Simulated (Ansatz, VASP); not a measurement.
## BaTiO3 in VASP and in Ansatz

The input INCAR:

```
  PREC = Accurate
  ENCUT = 520
  EDIFF = 1E-8
  ISMEAR = -1
  SIGMA = 0.05
  LREAL = False
  LASPH = True
  NELM = 100
  ALGO = Normal
  ISIF = 2
  LWAVE = False
  LCHARG = False
  GGA = PE
  LEFG = True
  NBANDS = 28
```

Contents of KPOINTS:

```
Automatic mesh
0
Gamma
  8 8 8
```

POSCAR

```
BaTiO3
1.0
    3.9672270000      0.0000000000      0.0000000000
    0.0000000000      3.9672270000      0.0000000000
    0.0000000000      0.0000000000      4.0073000000
Ba Ti O
1 1 3
Direct
    0.5000000000      0.5000000000      0.5000000000
    0.0000000000      0.0000000000      0.0000000000
    0.5000000000      0.0000000000      0.0000000000
    0.0000000000      0.5000000000      0.0000000000
    0.0000000000      0.0000000000      0.5000000000
```

Input for Ansatz:

```yaml
crystal:
  lattice:
    - [3.967227, 0.0, 0.0]
    - [0.0, 3.967227, 0.0]
    - [0.0, 0.0, 4.0073]
  atoms:
    - { symbol: Ba, position: [0.5, 0.5, 0.5] }
    - { symbol: Ti, position: [0.0, 0.0, 0.0] }
    - { symbol: O, position: [0.5, 0.0, 0.0] }
    - { symbol: O, position: [0.0, 0.5, 0.0] }
    - { symbol: O, position: [0.0, 0.0, 0.5] }
kpoints:
  mp_grid: { grid: [8, 8, 8] }
scf:
  occupations: { method: fermi_dirac, width: 0.05 }
hamiltonian:
  xc: pbe
  pseudopotentials: { kind: all_electron, datasets: crystal }
output:
  forces: true
  stress: true
  eigenvalues: true
  efg: { contact_densities: true }
```

Change from the starting cell: equal xx and yy strain of -1 %, crystal datasets.

Alike in both runs: task electric field gradients; functional PBE; k mesh 8 × 8 × 8; occupations fermi-dirac, width 0.05 eV; no spin polarisation.

```csv
,VASP,Ansatz
version,VASP 6.6.1,Ansatz 0.2.0
potentials or method,"VASP PAW PBE potentials, release 64 (Ba_sv, Ti_sv, O), cutoff 520 eV","all-electron PAW with datasets made for the crystal, scalar-relativistic"
```

Ansatz gave:

```
pressure (GPa)                                                : 5.1
traceless stress, the component that is largest in VASP (GPa) : -1.36
size of Vzz on the site where it differs most (V/Å²)          : 1.6
```

Q: Which values does VASP return?

A: Pressure (GPa): 7.0; traceless stress, the component that is largest in VASP (GPa): -1.41; size of Vzz on the site where it differs most (V/Å²): 1.9.

Ansatz ran all-electron here, and VASP with PAW potentials.

Neither program's run includes spin-orbit coupling.
